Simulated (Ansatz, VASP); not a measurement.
## BN: VASP beside Ansatz

```xyz
4
Lattice="2.6561 0.0000 0.0000 -1.3280 2.3002 0.0000 0.0000 0.0000 4.3959" Properties=species:S:1:pos:R:3 pbc="T T T"
B     1.3280    0.7667    4.3947
B     0.0000    1.5335    2.1968
N     1.3280    0.7667    2.7487
N     0.0000    1.5335    0.5507
```

Change from the starting cell: strain +0.040 along x and y, +0.040 along z, atoms carried along.

Alike in both runs: task single point; functional r2SCAN; k mesh 12 × 12 × 6; occupations gaussian, width 0.05 eV; no spin polarisation.

```csv
,VASP,Ansatz
version,VASP 6.6.1,Ansatz 0.2.0
potentials or method,"VASP PAW PBE potentials, release 64 (B, N), cutoff 520 eV","scalar-relativistic, plane waves, PAW"
valence electrons in the cell,16,16
```

Ansatz gave:

- gap on the k mesh at the Fermi level (eV): 5.86
- least direct gap on the mesh (eV): 8.24
- pressure (GPa): -40.1
- traceless stress, the component that is largest in VASP (GPa): -0.59
- rms of the force components (eV/Å): 0.060

Q: What did VASP give for the same quantities?

A: gap on the k mesh at the Fermi level (eV): 5.84; least direct gap on the mesh (eV): 8.24; pressure (GPa): -39.4; traceless stress, the component that is largest in VASP (GPa): -0.60; rms of the force components (eV/Å): 0.058.

VASP's potentials were made for PBE, not for r2SCAN. Atom by atom the forces differ by 0.002 eV/Å (rms over components). Both programs put the cell under strong tension, so it lies far from rest at this level.

Noted on VASP's run: the cell as given lies far from equilibrium.
